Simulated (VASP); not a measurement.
Set up this calculation in VASP 6.6.1, as the native input.

| Item | Value |
| --- | --- |
| Task | single point |
| Functional | PBE |
| Potentials or basis | VASP PAW PBE potentials, release 64 (Ga_d, N) |
| Cutoff | 520 eV |
| k mesh | 1 × 1 × 20 |
| Occupations | gaussian, width 0.05 eV |
| Spin | collinear spin, ferromagnetic start |
| Starting moments | [0.5, 0.5] μB |
| Dipole correction | no |
| Further INCAR settings | ALGO = Normal; EDIFF = 1e-06; NBANDS = 20 |

The structure of GaN lies in POSCAR:

```
GaN
1.0
    9.8000000000      0.0000000000      0.0000000000
    0.0000000000      9.3000000000      0.0000000000
    0.0000000000      0.0000000000      3.3346280409
Ga N
1 1
Direct
    0.4766458802      0.5000000000      0.0000000000
    0.5233541198      0.5000000000      0.5000000000
```

These files were run (other wordings do the same):

INCAR

```
PREC = Accurate
ENCUT = 520
EDIFF = 1E-6
ISMEAR = 0
SIGMA = 0.05
LREAL = F
LASPH = T
NELM = 200
ALGO = Normal
ISIF = 2
LWAVE = F
LCHARG = F
ISPIN = 2
MAGMOM = 0.5 0.5
LORBIT = 11
GGA = PE
NBANDS = 20
GGA_COMPAT = F
```

KPOINTS

```
regular mesh
0
Gamma
  1 1 20
```

Potentials or basis: VASP PAW PBE potentials, release 64 (Ga_d, N).

The run is started by

```sh
$ cat potpaw_PBE.64/Ga_d/POTCAR potpaw_PBE.64/N/POTCAR > POTCAR
$ mpirun -np 1 vasp_std > vasp.out
```

Results of the run:

```yaml
Largest_force: 0.042 eV/Å
Band_gap_on_the_k_mesh: 1.93 eV (least direct gap 2.67 eV)
Net_moment: 0.00 μB per cell
Valence_electrons_inside_the_program's_atomic_spheres: Ga 11.90; N 3.69
```

It took 5.4 min on 1 thread of Intel Xeon 8259CL, on a shared host, peak memory 0.55 GiB.
